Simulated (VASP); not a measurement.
# Mg2BeSeO2 (P-4m2) in VASP: a series of runs

Mg2BeSeO2 is run at these levels: PBE; tasks: single point, relaxation of cell and atoms.

Program: VASP 6.6.1. These are calculated values, not measurements. Logs are shortened: lines on timing, memory, paths and dates and some standing lists are left out, and cuts for length are marked.

## Step 1: The cell of the first run

Symmetry: P-4m2, No. 115, tetragonal system. The conventional cell has a = 3.067 Å, b = 3.067 Å, c = 9.740 Å, α = 90.00°, β = 90.00°, γ = 90.00°. Mg (site symmetry 2mm) has 5 O at 2.10 to 2.17 Å within 2.8 Å. Be (site symmetry -4m2) has 4 Se at 2.17 Å within 2.9 Å. Within 2.9 Å of Se (site symmetry -4m2) lie 4 Be at 2.17 Å. Within 2.8 Å of O (site symmetry 2mm) lie 5 Mg at 2.10 to 2.17 Å.

## Step 2: Single point, PBE, collinear spin, ferromagnetic start

The input, INCAR:

```
SYSTEM = Mg2BeSeO2
PREC     = Accurate       ! precision mode
ENCUT    = 520            ! plane-wave cutoff, eV
EDIFF    = 1E-6           ! SCF threshold, eV
ISMEAR   = 0              ! smearing method
SIGMA    = 0.1            ! smearing width, eV
LREAL    = .FALSE.        ! projectors in reciprocal space
LASPH    = .TRUE.         ! aspherical terms in the spheres
NELM     = 150            ! most SCF steps
ALGO     = Normal         ! electronic algorithm
ISIF     = 2              ! what is computed and relaxed
LWAVE    = .FALSE.        ! write WAVECAR
LCHARG   = .FALSE.        ! write CHGCAR
ISPIN    = 2              ! spin polarisation
MAGMOM   = 0 0 0 0 1 1    ! initial moments
LORBIT   = 11             ! projections on sites
GGA      = PE             ! functional
NBANDS   = 25             ! bands
```

The input, KPOINTS:

```
regular mesh
0
G
  6 6 2
  0 0 0
```

The input, POSCAR:

```
Mg2BeSeO2
1.0
    3.0671527852      0.0000000000      0.0000000000
    0.0000000000      3.0671527852      0.0000000000
    0.0000000000      0.0000000000      9.7404343767
Mg Be Se O
2 1 1 2
Direct
    0.5000000000      0.0000000000      0.6045246454
    0.0000000000      0.5000000000      0.3954753546
    0.5000000000      0.5000000000      0.0000000000
    0.0000000000      1.0000000000      0.0000000000
    0.5000000000      0.0000000000      0.3893499964
    0.0000000000      0.5000000000      0.6106500036
```

Potentials or basis: VASP PAW PBE potentials, release 64 (Mg, Be, Se, O).

Run with:

```console
$ cat potpaw_PBE.64/Mg/POTCAR potpaw_PBE.64/Be/POTCAR potpaw_PBE.64/Se/POTCAR potpaw_PBE.64/O/POTCAR > POTCAR
$ mpirun -np 1 vasp_std > vasp.out
```

OUTCAR:

```text
SYSTEM = Mg2BeSeO2
   PREC = Accurate
   ENCUT = 520
   EDIFF = 1E-6
   ISMEAR = 0
   LREAL = .FALSE.
   LASPH = .TRUE.
   NELM = 150
   ISIF = 2
   ISPIN = 2
   LORBIT = 11
   GGA = PE

 ion  position               nearest neighbor table
   1  0.500  0.000  0.605-   5 2.10   6 2.17   6 2.17   6 2.17   6 2.17   2 2.97   2 2.97   2 2.97
                             2 2.97
   2  0.000  0.500  0.395-   6 2.10   5 2.17   5 2.17   5 2.17   5 2.17   1 2.97   1 2.97   1 2.97
                             1 2.97
   3  0.500  0.500  0.000-   4 2.17   4 2.17   4 2.17   4 2.17
   4  0.000  0.000  0.000-   3 2.17   3 2.17   3 2.17   3 2.17
   5  0.500  0.000  0.389-   1 2.10   2 2.17   2 2.17   2 2.17   2 2.17
   6  0.000  0.500  0.611-   2 2.10   1 2.17   1 2.17   1 2.17   1 2.17

  LATTYP: Found a simple tetragonal cell.
 ALAT       =     3.0671527852
 C/A-ratio  =     3.1757251949

  Lattice vectors:

 A1 = (   3.0671527852,   0.0000000000,   0.0000000000)
 A2 = (   0.0000000000,   3.0671527852,   0.0000000000)
 A3 = (   0.0000000000,   0.0000000000,   9.7404343767)

Analysis of symmetry for initial positions (statically):
=====================================================================
 Subroutine PRICEL returns:
 Original cell was already a primitive cell.

 Routine SETGRP: Setting up the symmetry group for a
 simple tetragonal supercell.

 Subroutine GETGRP returns: Found  8 space group operations
 (whereof  8 operations were pure point group operations)
 out of a pool of 16 trial point group operations.

The static configuration has the point symmetry D_2d.

Analysis of symmetry for dynamics (positions and initial velocities):
=====================================================================
 Subroutine PRICEL returns:
 Original cell was already a primitive cell.

 Routine SETGRP: Setting up the symmetry group for a
 simple tetragonal supercell.

 Subroutine GETGRP returns: Found  8 space group operations
 (whereof  8 operations were pure point group operations)
 out of a pool of 16 trial point group operations.

The dynamic configuration has the point symmetry D_2d.

Analysis of structural, dynamic, and magnetic symmetry:
=====================================================================
 Subroutine PRICEL returns:
 Original cell was already a primitive cell.

 Routine SETGRP: Setting up the symmetry group for a
 simple tetragonal supercell.

 Subroutine GETGRP returns: Found  8 space group operations
 (whereof  8 operations were pure point group operations)
 out of a pool of 16 trial point group operations.

The overall configuration has the point symmetry D_2d.

 Subroutine INISYM returns: Found  8 space group operations
 (whereof  8 operations are pure point group operations),
 and found     1 'primitive' translations

----------------------------------------------------------------------------------------

                                     Primitive cell

  volume of cell :      91.6324

  direct lattice vectors                    reciprocal lattice vectors
     3.067152785  0.000000000  0.000000000     0.326035274  0.000000000  0.000000000
     0.000000000  3.067152785  0.000000000     0.000000000  0.326035274  0.000000000
     0.000000000  0.000000000  9.740434377     0.000000000  0.000000000  0.102664826

  length of vectors
     3.067152785  3.067152785  9.740434377     0.326035274  0.326035274  0.102664826

  position of ions in fractional coordinates (direct lattice)
     0.500000000  0.000000000  0.604524645
     0.000000000  0.500000000  0.395475355
     0.500000000  0.500000000  0.000000000
     0.000000000  0.000000000  0.000000000
     0.500000000  0.000000000  0.389349996
     0.000000000  0.500000000  0.610650004

  ion indices of the primitive-cell ions
   primitive index   ion index
                 1           1
                 2           2
                 3           3
                 4           4
                 5           5
                 6           6

[... 32 lines left out ...]
  0.166667  0.166667  0.000000      4.000000
  0.333333  0.166667  0.000000      8.000000
[... 12 lines left out ...]
  0.500000  0.333333  0.500000      4.000000
  0.500000  0.500000  0.500000      1.000000
   k-points           NKPTS =     20   k-points in BZ     NKDIM =     20   number of bands    NBANDS=     25
   number of dos      NEDOS =    301   number of ions     NIONS =      6
   total plane-waves  NPLWV =  41472
   dimension x,y,z NGX =    24 NGY =   24 NGZ =   72
   dimension x,y,z NGXF=    48 NGYF=   48 NGZF=  144
   ions per type =               2   1   1   2
   NGX,Y,Z   is equivalent  to a cutoff of  13.01, 13.01, 12.29 a.u.
   NGXF,Y,Z  is equivalent  to a cutoff of  26.02, 26.02, 24.58 a.u.
 SYSTEM =  Mg2BeSeO2
   PREC   = accura    normal or accurate (medium, high low for compatibility)
   ISTART =      0    job   : 0-new  1-cont  2-samecut
   ICHARG =      2    charge: 1-file 2-atom 10-const
   ISPIN  =      2    spin polarized calculation?
   LNONCOLLINEAR =      F non collinear calculations
   LSORBIT =      F    spin-orbit coupling
   LASPH  =      T    aspherical Exc in radial PAW
   ENCUT  =  520.0 eV  38.22 Ry    6.18 a.u.   5.70  5.70 18.11*2*pi/ulx,y,z
   NELM   =    150;   NELMIN=  2; NELMDL= -5     # of ELM steps
   EDIFF  = 0.1E-05   stopping-criterion for ELM
   LREAL  =      F    real-space projection
   EDIFFG = 0.1E-04   stopping-criterion for IOM
   NSW    =      0    number of steps for IOM
   IBRION =     -1    ionic relax: 0-MD 1-quasi-New 2-CG
   NFREE  =      0    steps in history (QN), initial steepest desc. (CG)
   ISIF   =      2    stress and relaxation
   ISYM   =      2    0-nonsym 1-usesym 2-fastsym
   POTIM  = 0.5000    time-step for ionic-motion
   TEBEG  =    0.0;   TEEND  =   0.0 temperature during run
   PSTRESS=    0.0 pullay stress
   NELECT =      24.0000    total number of electrons
   NUPDOWN=      -1.0000    fix difference up-down
   EMIN   =  10.00;   EMAX   =-10.00  energy-range for DOS
   EFERMI =   0.00;   METHOD = LEGACY
   ISMEAR =     0;   SIGMA  =   0.10  broadening in eV -4-tet -1-fermi 0-gaus
   EFERMI_NEDOS =   21; number of points for ismear=-14 and -15
   IALGO  =     38    algorithm
   IMIX   =      4    mixing-type and parameters
     AMIX     =   0.40;   BMIX     =  1.00
     AMIX_MAG =   1.60;   BMIX_MAG =  1.00
  volume/ion in A,a.u.               =      15.27       103.06
  Fermi-wavevector in a.u.,A,eV,Ry     =   1.047439  1.979373 14.927347  1.097129
  Thomas-Fermi vector in A             =   2.182319
   LORBIT       =     11    0 simple, 1 ext, 2 COOP (PROOUT), +10 PAW based schemes
   GGA     = PE    functional components
   LHFCALC =     F    Hartree Fock is set to
   AEXX    =    0.0000 exact exchange contribution
   IVDW    =     0    specifies the selected vdW correction
   LEPSILON=     F    determine dielectric tensor
   LRPA    =     F    only Hartree local field effects (RPA)
 spin polarized calculation
 Gauss-broadening in eV      SIGMA  =   0.10
  energy-cutoff  :      520.00
  volume of cell :       91.63
 maximum number of plane-waves:      2500
 NGX is ok and might be reduce to    24
   NGX = 11   NGY = 11   NGZ = 37

 number of electron      24.0000006 magnetization       0.5925763

 number of electron      24.0000006 magnetization      -0.0302816

 Free energy of the ion-electron system (eV)
  ---------------------------------------------------
  ext. energy  EPLUGINS =         0.00000000
  ---------------------------------------------------
  free energy    TOTEN  =       -29.59390834 eV

  energy without entropy =      -29.58903916  energy(sigma->0) =      -29.59147375

 E-fermi :   2.9188     XC(G=0):  -8.9490

 val. band max:        2.1846110846   @ k =   0.5000   0.5000   0.5000
 cond. band min:       2.9408052255   @ k =   0.5000   0.3333   0.0000
 fundamental gap:      0.7561941409
 Fermi energy:         2.9188276387

 spin component 1

 k-point     1 :       0.0000    0.0000    0.0000
  band No.  band energies     occupation
      1     -14.7177      1.00000
      2     -13.9782      1.00000
      3     -12.8468      1.00000
      4      -2.3631      1.00000
      5      -1.0041      1.00000
      6       0.4903      1.00000
[... 529 lines left out ...]
     23      13.6887      0.00000
     24      13.7025      0.00000
 Fermi energy:         2.9188276387

 spin component 2

 k-point     1 :       0.0000    0.0000    0.0000
  band No.  band energies     occupation
      1     -14.7178      1.00000
      2     -13.9782      1.00000
      3     -12.8559      1.00000
      4      -2.3773      1.00000
      5      -1.0042      1.00000
      6       0.4684      1.00000
[... 529 lines left out ...]
     23      13.6896      0.00000
     24      13.7017      0.00000
 [bands above 24 left out]

------------------------ aborting loop because EDIFF is reached ----------------------------------------

  FORCE on cell =-STRESS in cart. coord.  units (eV):
  Direction    XX          YY          ZZ          XY          YZ          ZX
  --------------------------------------------------------------------------------------
  -------------------------------------------------------------------------------------
  Total       -0.2321869     -0.2321869      0.0787046      0.0000000      0.0000000      0.0000000
  in kB       -4.0597488     -4.0597488      1.3761369      0.0000000      0.0000000      0.0000000
  external PRESSURE =      -2.2477869 kB  Pullay stress =       0.0000000 kB

 VOLUME and BASIS-vectors are now :
 -----------------------------------------------------------------------------
  energy-cutoff  :      520.00
  volume of cell :       91.63
      direct lattice vectors                 reciprocal lattice vectors
     3.067152785  0.000000000  0.000000000     0.326035274  0.000000000  0.000000000
     0.000000000  3.067152785  0.000000000     0.000000000  0.326035274  0.000000000
     0.000000000  0.000000000  9.740434377     0.000000000  0.000000000  0.102664826

 POSITION                                       TOTAL-FORCE (eV/Angst)
 -----------------------------------------------------------------------------------
      1.53358      0.00000      5.88833        -0.000000      0.000000     -0.001317
      0.00000      1.53358      3.85210        -0.000000      0.000000      0.001317
      1.53358      1.53358      0.00000        -0.000000     -0.000000     -0.000000
      0.00000      0.00000      0.00000        -0.000000      0.000000     -0.000000
      1.53358      0.00000      3.79244         0.000000      0.000000     -0.011165
      0.00000      1.53358      5.94800        -0.000000      0.000000      0.011165
 -----------------------------------------------------------------------------------
    total drift:                                0.000000      0.000000      0.000000

  FREE ENERGIE OF THE ION-ELECTRON SYSTEM (eV)
  ---------------------------------------------------
  free  energy   TOTEN  =       -29.5939083436 eV

  energy  without entropy=      -29.5890391618  energy(sigma->0) =      -29.59147375

 total charge

# of ion       s       p       d       tot
------------------------------------------
    1        0.139   0.144   0.057   0.340
    2        0.139   0.144   0.057   0.340
    3        0.408   0.600   0.000   1.008
    4        1.453   2.549   0.049   4.050
    5        1.543   3.472   0.000   5.015
    6        1.543   3.472   0.000   5.015
--------------------------------------------------
tot          5.226  10.380   0.163  15.769

 magnetization (x)

# of ion       s       p       d       tot
------------------------------------------
    1        0.000   0.000  -0.000   0.000
    2        0.000   0.000  -0.000   0.000
    3       -0.013  -0.006   0.000  -0.020
    4        0.000   0.003  -0.003   0.000
    5       -0.000   0.000   0.000   0.000
    6       -0.000   0.000   0.000   0.000
--------------------------------------------------
tot         -0.013  -0.003  -0.003  -0.019
```

Wall time 56 s (1 thread of Intel Xeon Platinum 8559C (Emerald Rapids), shared host); peak memory 0.26 GiB.

Results:

```
Free energy                                           : -29.5939 eV
Pressure                                              : -0.2 GPa
Largest force                                         : 0.011 eV/Å
Band gap on the k mesh                                : zero (filled and empty bands overlap)
Net moment                                            : -0.03 μB per cell
Valence electrons inside the program's atomic spheres : Mg 0.34; Be 1.01; Se 4.05; O 5.01
```

Forces in eV/Å, atoms in the order of the input:
```
Mg   0.000  0.000 -0.001
Mg   0.000  0.000  0.001
Be   0.000  0.000  0.000
Se   0.000  0.000  0.000
O    0.000  0.000 -0.011
O    0.000  0.000  0.011
```

[end of part 1 of 3]
